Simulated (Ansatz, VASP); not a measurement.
# Ru2RhAu2: VASP beside Ansatz

```
CELL_PARAMETERS angstrom
4.13912 -2.40266 -4.53008
4.24728 -2.44544 4.65520
-1.38203 -7.24519 0.01804
ATOMIC_POSITIONS crystal
Ru 0.44808 0.70139 0.39632
Ru 0.83739 0.06728 0.80540
Ru 0.74448 0.97191 0.19067
Ru 0.54662 0.79491 0.99969
Ru 0.55743 0.31496 0.58851
Ru 0.16692 0.89586 0.19564
Ru 0.94570 0.72382 0.99688
Ru 0.65439 0.43516 0.20859
Rh 0.62979 0.89682 0.61073
Rh 0.34037 0.61034 0.78789
Rh 0.06462 0.81266 0.60788
Rh 0.25750 0.99895 0.80795
Au 0.14437 0.38746 0.60513
Au 0.92998 0.17673 0.40325
Au 0.24286 0.49873 0.19101
Au 0.03086 0.28794 0.00497
Au 0.85779 0.61843 0.40341
Au 0.36688 0.10541 0.39704
Au 0.75061 0.50961 0.80392
Au 0.46316 0.20668 0.99514
```

Alike in both runs: functional PBE; k mesh 3 × 3 × 3; occupations gaussian, width 0.1 eV; no spin polarisation.

Ansatz relaxed the structure, and its values are those at the end. VASP's run is a single point on that final structure, the one shown.

```csv
,VASP,Ansatz
version,VASP 6.6.1,Ansatz 0.2.0
potentials or method,"VASP PAW PBE potentials, release 64 (Ru_pv, Rh_pv, Au), cutoff 520 eV","scalar-relativistic, plane waves, PAW"
valence electrons in the cell,260,348
```

```tsv
	VASP	Ansatz	Ansatz less VASP
gap on the k mesh at the Fermi level (eV)	none	none	-
pressure (GPa)	-0.2	0.0	+0.21
rms of the force components (eV/Å)	0.008	0.008	-0.0002
```

A gap of «none» marks a metal or a gap that the smearing closes. VASP's potentials hold 260 valence electrons a cell and Ansatz's 348, so a difference there can come from the potentials and not from the codes.

Neither program's run includes spin-orbit coupling.
